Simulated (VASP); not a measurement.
Set up this calculation in VASP 6.6.1, as the native input.

| Quantity | Value |
| --- | --- |
| Task | relaxation of cell and atoms |
| Functional | PBE |
| Potentials or basis | VASP PAW PBE potentials, release 64 (Cd) |
| Cutoff | 600 eV |
| k mesh | 8 × 8 × 8 |
| Occupations | methfessel-paxton, width 0.025 eV |
| Spin | non-collinear spin, typed start, spin-orbit coupling |
| Starting moments | [[0.289, 0.289, 0.289]] μB |
| Dipole correction | no |
| Further INCAR settings | ALGO = Normal; EDIFF = 1e-07; IBRION = 2; EDIFFG = -0.02; NSW = 80; ISIF = 3 |

The structure of Cd lies in POSCAR:

```
Cd
1.0
    1.6080291515      0.9283960635      2.4492874100
   -1.6080291515      0.9283960635      2.4492874100
    0.0000000000     -1.8567921270      2.4492874100
Cd
1
Direct
    0.0000000000      0.0000000000      0.0000000000
```

These files were run (other wordings do the same):

INCAR

```
SYSTEM = Cd
  PREC = Accurate
  ENCUT = 600
  EDIFF = 1E-7
  ISMEAR = 1
  SIGMA = 0.025
  LREAL = .False.
  LASPH = .True.
  NELM = 150
  ALGO = Normal
  ISIF = 3
  LWAVE = .False.
  LCHARG = .False.
  MAGMOM = 0.289 0.289 0.289
  LORBIT = 11
  LSORBIT = .True.
  GGA_COMPAT = .False.
  LORBMOM = .True.
  GGA = PE
  IBRION = 2
  NSW = 80
  EDIFFG = -0.02
```

KPOINTS

```
regular mesh
0
Gamma
  8 8 8
  0 0 0
```

Potentials or basis: VASP PAW PBE potentials, release 64 (Cd).

Run with:

```sh
$ cat potpaw_PBE.64/Cd/POTCAR > POTCAR
$ mpirun -np 1 vasp_ncl > vasp.out
```

It gave:

* Relaxed volume: 22.88 Å³/atom
* Relaxed cell: a = 3.113 Å, b = 3.113 Å, c = 3.113 Å, α = 63.30°, β = 63.30°, γ = 63.30°
* Space group after relaxing (to 0.05 Å): R-3m (No. 166)
* Energy gained by relaxing: 6.5 meV/atom
* Ionic steps: 2
* Pressure after relaxing: 0.1 GPa
* Net moment: 0.00 μB per cell
* Valence electrons inside the program's atomic spheres: Cd 10.29

Run time: 11 min on 1 thread of Intel(R) Xeon(R) Platinum 8175M CPU @ 2.50GHz (Skylake/Cascade Lake), with other jobs on the host, peak memory 0.38 GiB.
